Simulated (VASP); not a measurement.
## Ba2ZrS4: single point with r2SCAN

The system is Ba2ZrS4.

```
CELL_PARAMETERS angstrom
-2.41508 2.41508 7.65814
2.41508 -2.41508 7.65814
2.41508 2.41508 -7.65814
ATOMIC_POSITIONS crystal
Ba 0.64174 0.64174 0.00000
Ba 0.35826 0.35826 0.00000
Zr 0.00000 0.00000 0.00000
S 0.50000 0.00000 0.50000
S 0.00000 0.50000 0.50000
S 0.83406 0.83406 0.00000
S 0.16594 0.16594 0.00000
```

```json
{
 "Program": "VASP 6.6.1",
 "Task": "single point",
 "Functional": "r2SCAN",
 "Potentials or basis": "VASP PAW PBE potentials, release 64 (Ba_sv, Zr_sv, S)",
 "Cutoff": "550 eV",
 "k mesh": "8 × 8 × 8",
 "Occupations": "gaussian, width 0.02 eV",
 "Spin": "no spin polarisation",
 "Dipole correction": "no",
 "Further INCAR settings": "ALGO = Normal; EDIFF = 1e-06; NBANDS = 37"
}
```

- Pressure: 7.5 GPa
- Largest force: 0.075 eV/Å
- Band gap on the k mesh: 0.77 eV (least direct gap 0.83 eV)

Forces in eV/Å, atoms in the order of the input:
```
Ba   0.000  0.000 -0.010
Ba   0.000  0.000  0.010
Zr   0.000  0.000  0.000
S    0.000  0.000  0.000
S    0.000  0.000  0.000
S    0.000  0.000  0.075
S    0.000  0.000 -0.075
```

Stress tensor (GPa, compression positive):
```
7.38 0.00 0.00
0.00 7.38 0.00
0.00 0.00 7.83
```

Levels at points of the mesh, in eV from the valence-band top:
```tsv
k point	band 24	band 25	band 26	band 27	band 28	band 29	band 30	band 31	band 32	band 33
(0.00, 0.00, 0.00)	-1.01	-1.01	-0.14	-0.14	-0.06	0.77	1.83	1.83	3.26	3.43
(0.50, 0.00, 0.00)	-1.79	-1.57	-0.69	-0.55	-0.38	2.43	3.72	3.76	4.27	5.37
(0.50, 0.50, 0.00)	-1.21	-1.02	-0.73	-0.19	0.00	4.13	4.28	4.35	4.38	5.20
(0.50, 0.50, 0.50)	-1.25	-1.25	-0.92	-0.26	-0.26	0.78	2.57	2.57	2.82	4.00
```

Wall time 64 min on 1 thread of Intel(R) Xeon(R) Platinum 8259CL CPU @ 2.50GHz (Skylake/Cascade Lake) (shared host), peak memory 0.89 GiB.

Caveat: the cell stands under pressure; semilocal functionals underestimate gaps, and a narrow one can read as zero; the PAW data sets were made with another functional, which shifts forces and pressure a little; spin-orbit coupling is left out, which moves the levels of the heavy elements. A k mesh can miss the band edges.
